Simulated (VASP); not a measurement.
## Ag: single point with PBEsol

Crystal: Ag.

```
CELL_PARAMETERS angstrom
-1.57224 1.57224 1.65287
1.57224 -1.57224 1.65287
1.57224 1.57224 -1.65287
ATOMIC_POSITIONS crystal
Ag 0.00000 0.00000 0.00000
```

This cell differs from its parent crystal: strain -0.025 along x and y, +0.025 along z.

```yaml
Program: VASP 6.6.1
Task: single point
Functional: PBEsol
Potentials_or_basis: VASP PAW PBE potentials, release 64 (Ag)
Cutoff: 520 eV
k_mesh: 26 × 26 × 26
Occupations: gaussian, width 0.15 eV
Spin: no spin polarisation
```

The pressure is 3.1 GPa.

Stress tensor (GPa, compression positive):
```
2.79 0.00 0.00
0.00 2.79 0.00
0.00 0.00 3.61
```

Levels at points of the mesh, in eV from the Fermi level:
| k point | band 2 | band 3 | band 4 | band 5 | band 6 | band 7 | band 8 | band 9 | band 10 | band 11 |
| --- | --- | --- | --- | --- | --- | --- | --- | --- | --- | --- |
| (0.00, 0.00, 0.00) | -5.14 | -5.14 | -4.90 | -3.77 | -3.51 | 17.52 | 18.36 | 18.36 | 24.09 | 24.82 |
| (0.50, 0.00, 0.00) | -5.82 | -3.85 | -3.46 | -2.55 | -0.34 | 4.23 | 13.72 | 15.24 | 20.86 | 22.31 |
| (0.50, 0.50, 0.00) | -6.10 | -3.50 | -3.40 | -2.50 | -0.03 | 4.74 | 12.95 | 14.06 | 20.01 | 21.06 |
| (0.50, 0.50, 0.50) | -6.63 | -2.84 | -2.76 | -2.76 | 5.99 | 7.47 | 7.47 | 12.65 | 14.24 | 14.43 |

Wall time 68 s on 1 thread of Intel(R) Xeon(R) 6975P-C (Granite Rapids), on a shared host, peak memory 0.36 GiB.

Caveat: the cell differs from its parent crystal (strain -0.025 along x and y, +0.025 along z); the PAW data sets were made with another functional, which shifts forces and pressure a little.
